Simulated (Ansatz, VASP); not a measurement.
**TiAl3 in VASP and in Ansatz**

```xyz
4
Lattice="-1.9111 1.9111 4.2807 1.9111 -1.9111 4.2807 1.9111 1.9111 -4.2807" Properties=species:S:1:pos:R:3 pbc="T T T"
Ti    0.0000    0.0000    0.0000
Al    0.0000    0.0000    4.2807
Al    0.0000    1.9111    2.1403
Al    1.9111    0.0000    2.1403
```

Alike in both runs: task relaxation of cell and atoms; functional PBE; dispersion D3(BJ); k mesh 9 × 9 × 9; no spin polarisation.

|  | VASP | Ansatz |
| --- | --- | --- |
| version | VASP 6.6.1 | Ansatz 0.2.0 |
| potentials or method | VASP PAW PBE potentials, release 64 (Ti_sv, Al) | plane waves, PAW |
| plane-wave cutoff (eV) | 500 | 420 |
| occupations | methfessel-paxton of order 1, width 0.1 eV | cold, width 0.1 eV |
| valence electrons in the cell | 21 | 21 |

Ansatz gave:

```
relaxed volume (Å³/atom)                                     : 15.29
relaxed cell length with the largest relative difference (Å) : 5.027
```

Task: What did VASP give for the same quantities?

Result: Relaxed volume (Å³/atom): 15.29; relaxed cell length with the largest relative difference (Å): 5.026.
